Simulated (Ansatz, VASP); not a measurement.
One calculation of ScW, two programs

```
CELL_PARAMETERS angstrom
0.00000 2.74796 2.74796
2.74796 0.00000 2.74796
2.74796 2.74796 0.00000
ATOMIC_POSITIONS crystal
Sc 0.50000 0.50000 0.50000
W 0.00000 0.00000 0.00000
```

Alike in both runs: functional PBE; k mesh 6 × 6 × 6; occupations gaussian, width 0.2 eV; no spin polarisation.

Ansatz relaxed the structure, and its values are those at the end. VASP's run is a single point on that final structure, the one shown.

|  | VASP | Ansatz |
| --- | --- | --- |
| version | VASP 6.6.1 | Ansatz 0.2.0 |
| potentials or method | VASP PAW PBE potentials, release 64 (Sc_sv, W_sv), cutoff 500 eV | scalar-relativistic, plane waves, PAW |
| valence electrons in the cell | 25 | 25 |

```csv
,VASP,Ansatz,Ansatz less VASP
gap on the k mesh at the Fermi level (eV),none,none,-
pressure (GPa),0.2,0.0,-0.22
```

A gap of «none» marks a metal or a gap that the smearing closes.

Spin-orbit coupling is off throughout.
